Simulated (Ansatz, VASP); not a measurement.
# Ta2N: VASP beside Ansatz

```
CELL_PARAMETERS angstrom
2.92468 0.00000 0.00000
-1.46234 2.53285 0.00000
0.00000 0.00000 4.70268
ATOMIC_POSITIONS crystal
Ta 0.66667 0.33333 0.74626
Ta 0.33333 0.66667 0.25374
N 0.00000 0.00000 0.00000
```

Change from the starting cell: strain -0.050 along x and y, -0.025 along z, atoms carried along.

Alike in both runs: task single point; functional PBEsol; k mesh 18 × 18 × 10; occupations gaussian, width 0.15 eV; no spin polarisation.

|  | VASP | Ansatz |
| --- | --- | --- |
| version | VASP 6.6.1 | Ansatz 0.2.0 |
| potentials or method | VASP PAW PBE potentials, release 64 (Ta_pv, N), cutoff 520 eV | scalar-relativistic, plane waves, PAW |
| valence electrons in the cell | 27 | 31 |

Ansatz gave:

- gap on the k mesh at the Fermi level (eV): none
- pressure (GPa): 50.9
- traceless stress, the component that is largest in VASP (GPa): -4.76
- rms of the force components (eV/Å): 0.625

Question: What did VASP give for the same quantities?

Answer: gap on the k mesh at the Fermi level (eV): none; pressure (GPa): 52.2; traceless stress, the component that is largest in VASP (GPa): -4.81; rms of the force components (eV/Å): 0.669.

VASP's potentials were made for PBE, not for PBEsol. Atom by atom the forces differ by 0.044 eV/Å (rms over components). A gap of «none» marks a metal or a gap that the smearing closes. Both programs put the cell under a high pressure, so it lies far from rest at this level. VASP's potentials hold 27 valence electrons a cell and Ansatz's 31, so a difference there can come from the potentials and not from the codes.

Neither program's run includes spin-orbit coupling.
